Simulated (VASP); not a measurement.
Te:

```
Te
1.0
     4.45400    0.00000    0.00000
    -2.22700    3.85728    0.00000
     0.00000    0.00000    5.92400
Te
3
Direct
  0.26900 0.00000 0.33333
  0.00000 0.26900 0.66667
  0.73100 0.73100 0.00000
```

* Program: VASP 6.6.1
* Task: relaxation of cell and atoms
* Functional: PBE
* Potentials or basis: VASP PAW PBE potentials, release 64 (Te)
* Cutoff: 600 eV
* k mesh: 5 × 5 × 3
* Occupations: fermi-dirac, width 0.05 eV
* Spin: no spin polarisation

At the start: pressure 1.5 GPa; volume 33.93 Å³/atom.

Task: How do energy, volume and symmetry change on relaxing?

Result: Over 11 steps the energy falls by 5.1 meV/atom and the volume is 35.10 Å³/atom (+3.5 %); space group P3_121 (No. 152, to 0.1 Å) before and after.

The path:
```csv
step,energy change (eV),largest force (eV/Å),pressure (GPa),volume (Å³)
1,0.0000,0.1728,1.49,101.78
2,-0.0082,0.1013,-0.85,106.48
3,-0.0140,0.0007,0.02,104.59
4,-0.0144,0.0023,0.02,104.68
5,-0.0151,0.0118,0.01,104.94
6,-0.0151,0.0132,0.02,104.98
7,-0.0151,0.0135,0.02,104.99
8,-0.0151,0.0141,-0.01,105.12
9,-0.0151,0.0146,-0.05,105.29
10,-0.0152,0.0109,-0.03,105.29
11,-0.0152,0.0003,0.02,105.29
```

Final structure:
```
Te
1.0
     4.52611    0.00000    0.00000
    -2.26305    3.91972    0.00000
     0.00000    0.00000    5.93470
Te
3
Direct
  0.26918 0.00000 0.33333
  0.00000 0.26918 0.66667
  0.73082 0.73082 0.00000
```
